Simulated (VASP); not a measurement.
**Ga2O3: single point with PBE**

Crystal: Ga2O3.

```xyz
10
Lattice="6.2897 -1.5572 0.0115 6.2897 1.5572 0.0115 -1.4168 0.0000 5.7077" Properties=species:S:1:pos:R:3 pbc="T T T"
Ga    0.0051    0.0000    4.5381
Ga   11.1575    0.0000    1.1926
Ga    7.8384    0.0000    1.8085
Ga    3.3242    0.0000    3.9222
O     1.9019    0.0000    0.6271
O     9.2608    0.0000    5.1036
O     1.3855    0.0000    3.2252
O     9.7772    0.0000    2.5055
O     5.8760    0.0000    1.4765
O     5.2867    0.0000    4.2542
```

This cell differs from its parent crystal: strain +0.0100 x Voigt [1, 1, 0, 0, 0, 0].

| Quantity | Value |
| --- | --- |
| Program | VASP 6.6.1 |
| Task | single point |
| Functional | PBE |
| Potentials or basis | VASP PAW PBE potentials, release 64 (Ga_d, O) |
| Cutoff | 520 eV |
| k mesh | 10 × 10 × 6 |
| Occupations | gaussian, width 0.05 eV |
| Spin | no spin polarisation |

* Pressure: -2.9 GPa
* Largest force: 0.212 eV/Å
* Band gap on the k mesh: 1.79 eV

Forces in eV/Å, atoms in the order of the input:
```
Ga  -0.177  0.000 -0.116
Ga   0.177  0.000  0.116
Ga  -0.064  0.000 -0.035
Ga   0.064  0.000  0.035
O   -0.041  0.000  0.063
O    0.041  0.000 -0.063
O    0.042  0.000  0.023
O   -0.042  0.000 -0.023
O   -0.090  0.000 -0.042
O    0.090  0.000  0.042
```

Stress tensor (GPa, compression positive):
```
-3.36  0.00 -0.01
 0.00 -4.30  0.00
-0.01  0.00 -0.96
```

Levels at points of the mesh, in eV from the valence-band top:
```tsv
k point	band 40	band 41	band 42	band 43	band 44	band 45	band 46	band 47	band 48	band 49
(0.00, 0.00, 0.00)	-0.77	-0.73	-0.50	-0.32	0.00	1.79	5.18	5.99	6.23	7.38
(0.50, 0.00, 0.00)	-1.31	-0.79	-0.71	-0.52	-0.05	5.16	5.97	6.62	6.77	7.57
(0.50, 0.50, 0.00)	-1.02	-0.76	-0.75	-0.48	-0.10	3.98	4.20	5.43	5.91	7.52
(0.00, 0.00, 0.50)	-1.36	-0.70	-0.61	-0.60	-0.34	4.12	4.36	6.04	6.55	7.33
(0.50, 0.00, 0.50)	-1.26	-1.03	-0.99	-0.73	-0.61	6.23	6.30	7.27	7.40	8.01
(0.50, 0.50, 0.50)	-0.78	-0.71	-0.68	-0.60	-0.04	4.52	4.78	5.58	5.82	6.65
```

It took 53 min on 1 thread of Oxide Virtual Turin-like Processor (shared host), peak memory 0.82 GiB.

Caveat: the cell differs from its parent crystal (strain +0.0100 x Voigt [1, 1, 0, 0, 0, 0]). A k mesh can miss the band edges.
